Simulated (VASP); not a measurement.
Here is a VASP 6.6.1 calculation.

File INCAR:

```
SYSTEM = Ta2AlN3
  ALGO = Normal
  EDIFF = 1E-6
  ENCUT = 520
  GGA = PE
  ISIF = 2
  ISMEAR = 0
  LASPH = .TRUE.
  LCHARG = .TRUE.
  LELF = .TRUE.
  LREAL = .FALSE.
  LVHAR = .TRUE.
  LWAVE = .FALSE.
  NBANDS = 29
  NELM = 60
  PREC = Accurate
  SIGMA = 0.1
```

The input KPOINTS:

```
k-points
0
G
  12 12 14
  0 0 0
```

POSCAR

```
Ta2AlN3
1.0
    5.4603336497      0.0000000000      0.0000000000
   -2.7301668249      4.7287876538      0.0000000000
    0.0000000000      0.0000000000      2.8390072301
Ta Al N
2 1 3
Direct
    0.3333333333      0.6666666667      0.5000000000
    0.6666666667      0.3333333333      0.5000000000
    0.0000000000      0.0000000000      0.0000000000
    0.5000000000      0.0000000000      0.0000000000
    0.5000000000      0.5000000000      0.0000000000
    0.0000000000      0.5000000000      0.0000000000
```

Potentials or basis: VASP PAW PBE potentials, release 64 (Ta_pv, Al, N).

The run is started by

```bash
$ cat potpaw_PBE.64/Ta_pv/POTCAR potpaw_PBE.64/Al/POTCAR potpaw_PBE.64/N/POTCAR > POTCAR
$ mpirun -np 1 vasp_std > vasp.out
```

Q: Estimate the pressure.

A: 0.6 GPa.

Q: Predict the band gap on the k mesh.

A: Zero (band 20 reaches 8.33 eV, above the bottom of band 21 at 6.17 eV).

Stress tensor (GPa, compression positive):
```
0.46 0.00 0.00
0.00 0.46 0.00
0.00 0.00 0.77
```

Caveat: spin-orbit coupling is left out, which moves the levels of the heavy elements.
